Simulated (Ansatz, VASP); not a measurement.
# HfB2 in VASP and in Ansatz

```
Hf B
1.0
     3.14517    0.00000    0.00000
    -1.57258    2.72380    0.00000
     0.00000    0.00000    3.48703
Hf B
1 2
Direct
  0.00000 0.00000 0.00000
  0.33333 0.66667 0.50000
  0.66667 0.33333 0.50000
```

Alike in both runs: functional PBE; k mesh 15 × 15 × 12; occupations gaussian, width 0.1 eV; no spin polarisation.

Ansatz relaxed the structure, and its values are those at the end. VASP's run is a single point on that final structure, the one shown.

|  | VASP | Ansatz |
| --- | --- | --- |
| version | VASP 6.6.1 | Ansatz 0.2.0 |
| potentials or method | VASP PAW PBE potentials, release 64 (Hf_pv, B), cutoff 520 eV | scalar-relativistic, plane waves, PAW |
| valence electrons in the cell | 16 | 32 |

|  | VASP | Ansatz | Ansatz less VASP |
| --- | --- | --- | --- |
| gap on the k mesh at the Fermi level (eV) | none | none | - |
| pressure (GPa) | -0.4 | 0.0 | +0.38 |

A gap of «none» marks a metal or a gap that the smearing closes. VASP's potentials hold 16 valence electrons a cell and Ansatz's 32, so a difference there can come from the potentials and not from the codes.

Neither program's run includes spin-orbit coupling.
